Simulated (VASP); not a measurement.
# Pb: electric field gradients with PBE

Crystal: Pb.

```
Pb
1.0
     3.48000    0.00000    0.00000
    -1.74000    3.01377    0.00000
     0.00000    0.00000    5.59000
Pb
2
Direct
  0.33333 0.66667 0.25000
  0.66667 0.33333 0.75000
```

This isn't the form of Pb at room conditions, which is fcc.

```yaml
Program: VASP 6.6.1
Task: electric field gradients
Functional: PBE
Potentials_or_basis: VASP PAW PBE potentials, release 64 (Pb_d)
Cutoff: 520 eV
k_mesh: 4 × 4 × 2
Occupations: fermi-dirac, width 0.08 eV
Spin: no spin polarisation
Dipole_correction: no
Further_INCAR_settings: ALGO = Normal; EDIFF = 1e-08; NBANDS = 21
```

```json
{"Pressure": "2.4 GPa", "Band gap on the k mesh": "zero (bands 14 and 15 overlap by 6.41 eV)", "Largest electric field gradient by atom": "Pb -13.7 V/Å²"}
```

Stress tensor (GPa, compression positive):
```
 4.02  0.00  0.00
 0.00  4.02  0.00
 0.00  0.00 -0.92
```

Levels at points of the mesh, in eV from the Fermi level:
```tsv
k point	band 10	band 11	band 12	band 13	band 14	band 15	band 16	band 17	band 18	band 19
(0.00, 0.00, 0.00)	-16.78	-11.93	-7.95	-4.25	5.63	5.63	7.54	7.54	8.21	8.83
(0.50, 0.00, 0.00)	-16.76	-8.37	-7.11	-2.85	-1.37	-0.48	1.84	2.02	5.84	6.22
(0.00, 0.00, 0.50)	-16.85	-10.64	-10.64	1.08	1.08	6.54	6.54	6.54	6.54	9.28
(0.50, 0.00, 0.50)	-16.77	-7.52	-7.52	-3.77	-3.77	3.49	3.49	3.82	3.82	7.04
```

Electric field gradients, principal values (V/Å²):
| atom | least | middle | greatest (by size) |
| --- | --- | --- | --- |
| 1 Pb | 6.859 | 6.859 | -13.718 |
| 2 Pb | 6.859 | 6.859 | -13.718 |

It took 17 s on 1 thread of Intel(R) Xeon(R) Platinum 8488C (Sapphire Rapids), on a shared host, peak memory 0.17 GiB.

Caveat: the k points lie up to 0.56 Å⁻¹ apart, too coarse for converged energies and pressures of a metal; without QUAD_EFG the Cq values of the log hold for a quadrupole moment of 1 mb, not for the nuclei; spin-orbit coupling is left out, which moves the levels of the heavy elements.
